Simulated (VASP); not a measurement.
# Au (I4/mmm) in VASP: a series of runs

Au is run at these levels: PBEsol; tasks: single point.

Everything below comes from runs of VASP 6.6.1. Logs are shortened: lines on timing, memory, paths and dates and some standing lists are left out, and cuts for length are marked.

**1. The cell of the first run**

Symmetry: I4/mmm, No. 139, tetragonal system. Conventional cell: a = 3.048 Å, b = 3.048 Å, c = 3.359 Å, α = 90.00°, β = 90.00°, γ = 90.00°. Au (site symmetry 4/mmm) has 14 Au at 2.73 to 3.36 Å within 3.6 Å.

**2. Single point, PBEsol (biaxial strain in the a-b plane: -6.0 %)**

INCAR

```
ALGO = Fast
EDIFF = 1E-6
ENCUT = 520
GGA = PS
ISIF = 2
ISMEAR = 0
LASPH = True
LCHARG = True
LELF = True
LREAL = False
LVHAR = True
LWAVE = False
NBANDS = 18
NELM = 60
PREC = Accurate
SIGMA = 0.1
```

KPOINTS

```
k-points
0
Gamma
  16 16 16
```

POSCAR

```
Au
1.0
    3.0476179810      0.0000000000      0.0000000000
    0.0000000000      3.0476179810      0.0000000000
    0.0000000000      0.0000000000      3.3588640727
Au
2
Direct
    0.0000000000      0.0000000000      0.0000000000
    0.5000000000      0.5000000000      0.5000000000
```

Potentials or basis: VASP PAW PBE potentials, release 64 (Au).

On the command line:

```console
$ cat potpaw_PBE.64/Au/POTCAR > POTCAR
$ mpirun -np 1 vasp_std > vasp.out
```

OUTCAR:

```text
EDIFF = 1E-6
   ENCUT = 520
   GGA = PS
   ISIF = 2
   ISMEAR = 0
   LASPH = True
   LREAL = False
   NELM = 60
   PREC = Accurate

 ion  position               nearest neighbor table
   1  0.000  0.000  0.000-   2 2.73   2 2.73   2 2.73   2 2.73   2 2.73   2 2.73   2 2.73   2 2.73

   2  0.500  0.500  0.500-   1 2.73   1 2.73   1 2.73   1 2.73   1 2.73   1 2.73   1 2.73   1 2.73

  LATTYP: Found a simple tetragonal cell.
 ALAT       =     3.0476179810
 C/A-ratio  =     1.1021276596

  Lattice vectors:

 A1 = (   3.0476179810,   0.0000000000,   0.0000000000)
 A2 = (   0.0000000000,   3.0476179810,   0.0000000000)
 A3 = (   0.0000000000,   0.0000000000,   3.3588640727)

Analysis of symmetry for initial positions (statically):
=====================================================================
 Subroutine PRICEL returns following result:

  LATTYP: Found a body centered tetragonal cell.
 ALAT       =     3.0476179810
 C/A-ratio  =     1.1021276596

  Lattice vectors:

 A1 = (  -1.5238089905,  -1.5238089905,  -1.6794320363)
 A2 = (   1.5238089905,   1.5238089905,  -1.6794320363)
 A3 = (   1.5238089905,  -1.5238089905,   1.6794320363)

   2 primitive cells build up your supercell.

 Routine SETGRP: Setting up the symmetry group for a
 simple tetragonal supercell.

 Subroutine GETGRP returns: Found 16 space group operations
 (whereof 16 operations were pure point group operations)
 out of a pool of 16 trial point group operations.

The static configuration has the point symmetry D_4h.

Analysis of symmetry for dynamics (positions and initial velocities):
=====================================================================
 Subroutine PRICEL returns following result:

  LATTYP: Found a body centered tetragonal cell.
 ALAT       =     3.0476179810
 C/A-ratio  =     1.1021276596

  Lattice vectors:

 A1 = (  -1.5238089905,  -1.5238089905,  -1.6794320363)
 A2 = (   1.5238089905,   1.5238089905,  -1.6794320363)
 A3 = (   1.5238089905,  -1.5238089905,   1.6794320363)

   2 primitive cells build up your supercell.

 Routine SETGRP: Setting up the symmetry group for a
 simple tetragonal supercell.

 Subroutine GETGRP returns: Found 16 space group operations
 (whereof 16 operations were pure point group operations)
 out of a pool of 16 trial point group operations.

The dynamic configuration has the point symmetry D_4h.

 Subroutine INISYM returns: Found 16 space group operations
 (whereof 16 operations are pure point group operations),
 and found     2 'primitive' translations

----------------------------------------------------------------------------------------

                                     Primitive cell

  volume of cell :      15.5985

  direct lattice vectors                    reciprocal lattice vectors
    -1.523808991 -1.523808991 -1.679432036     0.000000000 -0.328125115 -0.297719699
     1.523808991  1.523808991 -1.679432036     0.328125115  0.000000000 -0.297719699
     1.523808991 -1.523808990  1.679432036     0.328125115 -0.328125115  0.000000000

  length of vectors
     2.732119991  2.732119991  2.732119991     0.443061068  0.443061068  0.464038988

  position of ions in fractional coordinates (direct lattice)
     0.000000000  0.000000000  0.000000000

  ion indices of the primitive-cell ions
   primitive index   ion index
                 1           1

----------------------------------------------------------------------------------------

 KPOINTS: k-points

Automatic generation of k-mesh.
 Grid dimensions read from file:
 generate k-points for:   16   16   16

 Generating k-lattice:

  Cartesian coordinates                     Fractional coordinates (reciprocal lattice)
     0.020507820  0.000000000  0.000000000     0.062500000  0.000000000  0.000000000
     0.000000000  0.020507820  0.000000000     0.000000000  0.062500000  0.000000000
     0.000000000  0.000000000  0.018607481     0.000000000  0.000000000  0.062500000

  Length of vectors
     0.020507820  0.020507820  0.018607481

  Shift w.r.t. Gamma in fractional coordinates (k-lattice)
     0.000000000  0.000000000  0.000000000

 Subroutine IBZKPT returns following result:
 ===========================================

 Found    405 irreducible k-points:

 Following reciprocal coordinates:
            Coordinates               Weight
  0.000000  0.000000  0.000000      1.000000
  0.062500  0.000000  0.000000      4.000000
  0.125000  0.000000  0.000000      4.000000
  0.187500  0.000000  0.000000      4.000000
  0.250000  0.000000  0.000000      4.000000
  0.312500  0.000000  0.000000      4.000000
[... 16 lines left out ...]
  0.437500  0.125000  0.000000      8.000000
  0.500000  0.125000  0.000000      4.000000
 [... further k-points ...]
   k-points           NKPTS =    405   k-points in BZ     NKDIM =    405   number of bands    NBANDS=     18
   number of dos      NEDOS =    301   number of ions     NIONS =      2
   total plane-waves  NPLWV =  16128
   dimension x,y,z NGX =    24 NGY =   24 NGZ =   28
   dimension x,y,z NGXF=    48 NGYF=   48 NGZF=   56
   ions per type =               2
   NGX,Y,Z   is equivalent  to a cutoff of  13.09, 13.09, 13.86 a.u.
   NGXF,Y,Z  is equivalent  to a cutoff of  26.18, 26.18, 27.72 a.u.
 SYSTEM =  unknown system
   PREC   = accura    normal or accurate (medium, high low for compatibility)
   ISTART =      0    job   : 0-new  1-cont  2-samecut
   ICHARG =      2    charge: 1-file 2-atom 10-const
   ISPIN  =      1    spin polarized calculation?
   LNONCOLLINEAR =      F non collinear calculations
   LSORBIT =      F    spin-orbit coupling
   LASPH  =      T    aspherical Exc in radial PAW
   ENCUT  =  520.0 eV  38.22 Ry    6.18 a.u.   5.67  5.67  6.25*2*pi/ulx,y,z
   NELM   =     60;   NELMIN=  2; NELMDL= -5     # of ELM steps
   EDIFF  = 0.1E-05   stopping-criterion for ELM
   LREAL  =      F    real-space projection
   EDIFFG = 0.1E-04   stopping-criterion for IOM
   NSW    =      0    number of steps for IOM
   IBRION =     -1    ionic relax: 0-MD 1-quasi-New 2-CG
   NFREE  =      0    steps in history (QN), initial steepest desc. (CG)
   ISIF   =      2    stress and relaxation
   ISYM   =      2    0-nonsym 1-usesym 2-fastsym
   POTIM  = 0.5000    time-step for ionic-motion
   TEBEG  =    0.0;   TEEND  =   0.0 temperature during run
   PSTRESS=    0.0 pullay stress
   NELECT =      22.0000    total number of electrons
   NUPDOWN=      -1.0000    fix difference up-down
   EMIN   =  10.00;   EMAX   =-10.00  energy-range for DOS
   EFERMI =   0.00;   METHOD = LEGACY
   ISMEAR =     0;   SIGMA  =   0.10  broadening in eV -4-tet -1-fermi 0-gaus
   EFERMI_NEDOS =   21; number of points for ismear=-14 and -15
   IALGO  =     68    algorithm
   IMIX   =      4    mixing-type and parameters
     AMIX     =   0.40;   BMIX     =  1.00
     AMIX_MAG =   1.60;   BMIX_MAG =  1.00
  volume/ion in A,a.u.               =      15.60       105.26
  Fermi-wavevector in a.u.,A,eV,Ry     =   1.457173  2.753658 28.889989  2.123354
  Thomas-Fermi vector in A             =   2.574006
   LORBIT       =      0    0 simple, 1 ext, 2 COOP (PROOUT), +10 PAW based schemes
   GGA     = PS    functional components
   LHFCALC =     F    Hartree Fock is set to
   AEXX    =    0.0000 exact exchange contribution
   IVDW    =     0    specifies the selected vdW correction
   LEPSILON=     F    determine dielectric tensor
   LRPA    =     F    only Hartree local field effects (RPA)
 non-spin polarized calculation
 RMM-DIIS sequential band-by-band and
 Gauss-broadening in eV      SIGMA  =   0.10
  energy-cutoff  :      520.00
  volume of cell :       31.20
 maximum number of plane-waves:       860
 NGX is ok and might be reduce to    24
   NGX = 11   NGY = 11   NGZ = 13

 number of electron      22.0000002 magnetization

 Free energy of the ion-electron system (eV)
  ---------------------------------------------------
  ext. energy  EPLUGINS =         0.00000000
  ---------------------------------------------------
  free energy    TOTEN  =        -7.65080865 eV

  energy without entropy =       -7.64848067  energy(sigma->0) =       -7.64964466

 E-fermi :  10.8370     XC(G=0): -13.4154

 val. band max:       10.8323892144   @ k =   0.4375   0.0625   0.2500
 cond. band min:      10.8488302703   @ k =   0.1250   0.0000   0.3125
 fundamental gap:      0.0164410559
 Fermi energy:        10.8370256760

 k-point     1 :       0.0000    0.0000    0.0000
  band No.  band energies     occupation
      1      -0.0599      2.00000
      2       3.0722      2.00000
      3       3.1645      2.00000
      4       5.2850      2.00000
      5       5.2850      2.00000
      6       5.9712      2.00000
[... 10 lines left out ...]
     17      27.2986      0.00000
     18      27.9285      0.00000

 k-point     2 :       0.0625    0.0000    0.0000
  band No.  band energies     occupation
      1       0.0242      2.00000
      2       3.1179      2.00000
      3       3.2146      2.00000
      4       5.2792      2.00000
      5       5.3163      2.00000
      6       5.9633      2.00000
[... 10 lines left out ...]
     17      27.4226      0.00000
     18      27.8211      0.00000

 k-point     3 :       0.1250    0.0000    0.0000
  band No.  band energies     occupation
      1       0.2735      2.00000
      2       3.2418      2.00000
      3       3.3695      2.00000
      4       5.2660      2.00000
      5       5.4097      2.00000
      6       5.9433      2.00000
[... 10 lines left out ...]
     17      27.5416      0.00000
     18      27.6736      0.00000

 k-point     4 :       0.1875    0.0000    0.0000
  band No.  band energies     occupation
      1       0.6779      2.00000
      2       3.4296      2.00000
      3       3.6164      2.00000
      4       5.2554      2.00000
      5       5.5629      2.00000
      6       5.9215      2.00000
[... 10 lines left out ...]
     17      27.2036      0.00000
     18      27.7229      0.00000

 k-point     5 :       0.2500    0.0000    0.0000
  band No.  band energies     occupation
      1       1.2191      2.00000
      2       3.6767      2.00000
      3       3.9115      2.00000
      4       5.2621      2.00000
      5       5.7725      2.00000
      6       5.9124      2.00000
[... 10 lines left out ...]
     17      27.5722      0.00000
     18      27.6787      0.00000

 k-point     6 :       0.3125    0.0000    0.0000
  band No.  band energies     occupation
      1       1.8673      2.00000
      2       3.9690      2.00000
      3       4.1945      2.00000
      4       5.3027      2.00000
      5       5.9323      2.00000
      6       6.0332      2.00000
[... 10 lines left out ...]
     17      27.3883      0.00000
     18      27.7755      0.00000

 k-point     7 :       0.3750    0.0000    0.0000
  band No.  band energies     occupation
      1       2.5755      2.00000
      2       4.2153      2.00000
      3       4.4559      2.00000
      4       5.3931      2.00000
      5       5.9967      2.00000
      6       6.1359      2.00000
[... 10 lines left out ...]
     17      27.1044      0.00000
     18      27.1624      0.00000

 k-point     8 :       0.4375    0.0000    0.0000
  band No.  band energies     occupation
      1       3.2696      2.00000
      2       4.1825      2.00000
      3       4.8189      2.00000
      4       5.5471      2.00000
      5       5.6924      2.00000
      6       6.0832      2.00000
[... 10 lines left out ...]
     17      25.7429      0.00000
     18      26.9540      0.00000
[... 229 lines left out ...]
     17      27.6847      0.00000
     18      27.9108      0.00000

 k-point    20 :       0.2500    0.1250    0.0000
  band No.  band energies     occupation
      1       1.4858      2.00000
      2       3.8142      2.00000
      3       4.0781      2.00000
      4       4.8505      2.00000
      5       5.7875      2.00000
      6       6.2993      2.00000
[... 10 lines left out ...]
     17      27.2965      0.00000
     18      28.1608      0.00000

 k-point    21 :       0.3125    0.1250    0.0000
  band No.  band energies     occupation
      1       2.0797      2.00000
      2       4.0584      2.00000
      3       4.3325      2.00000
      4       4.8352      2.00000
      5       5.7347      2.00000
      6       6.2380      2.00000
[... 10 lines left out ...]
     17      26.3640      0.00000
     18      28.0279      0.00000

 k-point    22 :       0.3750    0.1250    0.0000
  band No.  band energies     occupation
      1       2.7080      2.00000
      2       4.2253      2.00000
      3       4.5483      2.00000
      4       4.8804      2.00000
      5       5.6347      2.00000
      6       5.8109      2.00000
[... 10 lines left out ...]
     17      25.8258      0.00000
     18      27.0498      0.00000

 k-point    23 :       0.4375    0.1250    0.0000
  band No.  band energies     occupation
      1       3.3039      2.00000
      2       4.1301      2.00000
      3       4.8331      2.00000
      4       4.9953      2.00000
      5       5.4366      2.00000
      6       5.4588      2.00000
[... 10 lines left out ...]
     17      25.3320      0.00000
     18      25.7144      0.00000

 k-point    24 :       0.5000    0.1250    0.0000
  band No.  band energies     occupation
      1       3.7987      2.00000
      2       3.7987      2.00000
      3       5.1511      2.00000
      4       5.1511      2.00000
      5       5.1869      2.00000
      6       5.1869      2.00000
[... 10 lines left out ...]
     17      24.8211      0.00000
     18      24.8211      0.00000

 [... further k-points ...]

------------------------ aborting loop because EDIFF is reached ----------------------------------------

  FORCE on cell =-STRESS in cart. coord.  units (eV):
  Direction    XX          YY          ZZ          XY          YZ          ZX
  --------------------------------------------------------------------------------------
  -------------------------------------------------------------------------------------
  Total        3.7610506      3.7610506      4.0052907      0.0000000     -0.0000000     -0.0000000
  in kB      193.1551403    193.1551403    205.6985073      0.0000000     -0.0000000     -0.0000000
  external PRESSURE =     197.3362626 kB  Pullay stress =       0.0000000 kB

 VOLUME and BASIS-vectors are now :
 -----------------------------------------------------------------------------
  energy-cutoff  :      520.00
  volume of cell :       31.20
      direct lattice vectors                 reciprocal lattice vectors
     3.047617981  0.000000000  0.000000000     0.328125115  0.000000000  0.000000000
     0.000000000  3.047617981  0.000000000     0.000000000  0.328125115  0.000000000
     0.000000000  0.000000000  3.358864073     0.000000000  0.000000000  0.297719699

 POSITION                                       TOTAL-FORCE (eV/Angst)
 -----------------------------------------------------------------------------------
      0.00000      0.00000      0.00000         0.000000     -0.000000     -0.000000
      1.52381      1.52381      1.67943        -0.000000      0.000000      0.000000
 -----------------------------------------------------------------------------------
    total drift:                                0.000000      0.000000     -0.000000

  FREE ENERGIE OF THE ION-ELECTRON SYSTEM (eV)
  ---------------------------------------------------
  free  energy   TOTEN  =        -7.6508086545 eV

  energy  without entropy=       -7.6484806704  energy(sigma->0) =       -7.64964466
```

Run time: 1.8 min. Hardware: 1 thread of Intel Xeon Platinum 8259CL at 2.50GHz (Skylake/Cascade Lake), shared host; peak memory 0.29 GiB.

Results:

- Free energy: -7.6508 eV
- Pressure: 19.7 GPa
- Band gap on the k mesh: zero (band 11 reaches 14.65 eV, above the bottom of band 12 at 7.95 eV)

Caveat: the cell differs from its parent crystal (biaxial strain in the a-b plane: -6.0 %); the PAW data sets were made with another functional, which shifts forces and pressure a little; spin-orbit coupling is left out, which moves the levels of the heavy elements.

**3. Single point, PBEsol (biaxial strain in the a-b plane: -4.0 %)**

INCAR

```
PREC = Accurate ; ENCUT = 520
EDIFF = 1E-7 ; ISMEAR = 0
SIGMA = 0.1 ; LREAL = F
LASPH = T ; NELM = 100
ALGO = Fast ; ISIF = 2
LWAVE = F ; LCHARG = T
GGA = PS ; LELF = T
LVHAR = T ; NBANDS = 18
```

KPOINTS

```
Automatic mesh
0
Gamma
  16 16 16
```

POSCAR

```
Au
1.0
    3.1124609168      0.0000000000      0.0000000000
    0.0000000000      3.1124609168      0.0000000000
    0.0000000000      0.0000000000      3.3199583113
Au
2
Direct
    0.0000000000      0.0000000000      0.0000000000
    0.5000000000      0.5000000000      0.5000000000
```

Potentials or basis: VASP PAW PBE potentials, release 64 (Au).

On the command line:

```console
$ cat potpaw_PBE.64/Au/POTCAR > POTCAR
$ mpirun -np 1 vasp_std > vasp.out
```

It took 2.5 min on 1 thread of Intel Xeon Platinum 8259CL at 2.50GHz (Skylake/Cascade Lake), shared host; peak memory 0.3 GiB.

The run converged. Its results:

- Free energy: -7.7407 eV
- Pressure: 11.8 GPa
- Band gap on the k mesh: zero (band 11 reaches 13.82 eV, above the bottom of band 12 at 7.72 eV)

Stress tensor (GPa, compression positive):
```
11.51  0.00  0.00
 0.00 11.51  0.00
 0.00  0.00 12.30
```

Levels at points of the mesh, in eV from the Fermi level:
```csv
k point,band 9,band 10,band 11,band 12,band 13,band 14
"(0.00, 0.00, 0.00)",-1.83,-1.68,-1.68,5.09,6.99,6.99
"(0.50, 0.00, 0.00)",-3.65,-3.65,-1.69,-1.69,12.59,12.59
"(0.50, 0.50, 0.00)",-1.24,-1.24,-0.65,-0.65,4.33,4.33
"(0.00, 0.00, 0.50)",-3.47,-3.47,-2.53,-2.53,13.68,13.68
"(0.50, 0.00, 0.50)",-1.36,-1.36,-1.05,-1.05,3.78,3.78
"(0.50, 0.50, 0.50)",-2.58,-2.58,3.14,3.14,7.27,7.27
```

Caveat: the cell differs from its parent crystal (biaxial strain in the a-b plane: -4.0 %); the PAW data sets were made with another functional, which shifts forces and pressure a little; spin-orbit coupling is left out, which moves the levels of the heavy elements.

[end of part 1 of 2]
